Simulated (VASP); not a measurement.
Wanted: the native input for a VASP 6.6.1 run.

- Task: relaxation of cell and atoms
- Functional: PBE
- Potentials or basis: VASP PAW PBE potentials, release 64 (Pd)
- Cutoff: 600 eV
- k mesh: 18 × 18 × 18
- Occupations: gaussian, width 0.1 eV
- Spin: no spin polarisation
- Dipole correction: no
- Further INCAR settings: ALGO = Normal; EDIFF = 1e-07; IBRION = 2; EDIFFG = -0.005; NSW = 100; ISIF = 3

The structure of Pd lies in POSCAR:

```
Pd
1.0
    0.0000000000      1.9586507900      1.9586507900
    1.9586507900      0.0000000000      1.9586507900
    1.9586507900      1.9586507900      0.0000000000
Pd
1
Direct
    0.0000000000      0.0000000000      0.0000000000
```

One way to write it, as run:

INCAR

```
PREC = Accurate ; ENCUT = 600
EDIFF = 1E-7 ; ISMEAR = 0
SIGMA = 0.1 ; LREAL = False
LASPH = True ; NELM = 60
ALGO = Normal ; ISIF = 3
LWAVE = False ; LCHARG = False
GGA = PE ; IBRION = 2
NSW = 100 ; EDIFFG = -0.005
```

KPOINTS

```
regular mesh
0
Gamma
  18 18 18
```

Potentials or basis: VASP PAW PBE potentials, release 64 (Pd).

Launch:

```bash
$ cat potpaw_PBE.64/Pd/POTCAR > POTCAR
$ mpirun -np 1 vasp_std > vasp.out
```

Results of the run:

The relaxed volume is 15.29 Å³/atom. The relaxed cell is a = 2.786 Å, b = 2.786 Å, c = 2.786 Å, α = 60.00°, β = 60.00°, γ = 60.00° and the space group after relaxing (to 0.05 Å) is Fm-3m (No. 225). The energy gained by relaxing is 2.3 meV/atom. The ionic steps are 3, the pressure after relaxing is 0.0 GPa and the band gap on the k mesh is zero (band 5 reaches 9.46 eV, above the bottom of band 6 at 7.97 eV).

Wall time 31 s on 1 thread of Intel(R) Xeon(R) Platinum 8488C (Sapphire Rapids), with other jobs on the host, peak memory 0.15 GiB.
